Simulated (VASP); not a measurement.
Input of a VASP 6.6.1 run:

INCAR

```
SYSTEM = S
PREC = Accurate
ENCUT = 520
EDIFF = 1E-6
ISMEAR = -1
SIGMA = 0.08
LREAL = .False.
LASPH = .True.
NELM = 80
ALGO = Normal
ISIF = 2
LWAVE = .False.
LCHARG = .False.
GGA = PE
NBANDS = 13
```

The input KPOINTS:

```
Automatic mesh
0
Gamma
  17 17 9
  0 0 0
```

Contents of POSCAR:

```
S
1.0
    2.7757298793      0.0000000000      0.0000000000
   -1.3878649397      2.4038525895      0.0000000000
    0.0000000000      0.0000000000      3.4154581951
S
2
Direct
    0.3333333333      0.6666666667      0.2500000000
    0.6666666667      0.3333333333      0.7500000000
```

Potentials or basis: VASP PAW PBE potentials, release 64 (S).

Launch:

```console
$ cat potpaw_PBE.64/S/POTCAR > POTCAR
$ mpirun -np 1 vasp_std > vasp.out
```

Problem. Predict the pressure.

Solution. 57.2 GPa.

Problem. What does it give for the band gap on the k mesh?

Solution. Zero (bands 6 and 7 overlap by 4.86 eV).

Stress tensor (GPa, compression positive):
```
57.20  0.00  0.00
 0.00 57.20  0.00
 0.00  0.00 57.11
```

Caveat: the cell stands under pressure.
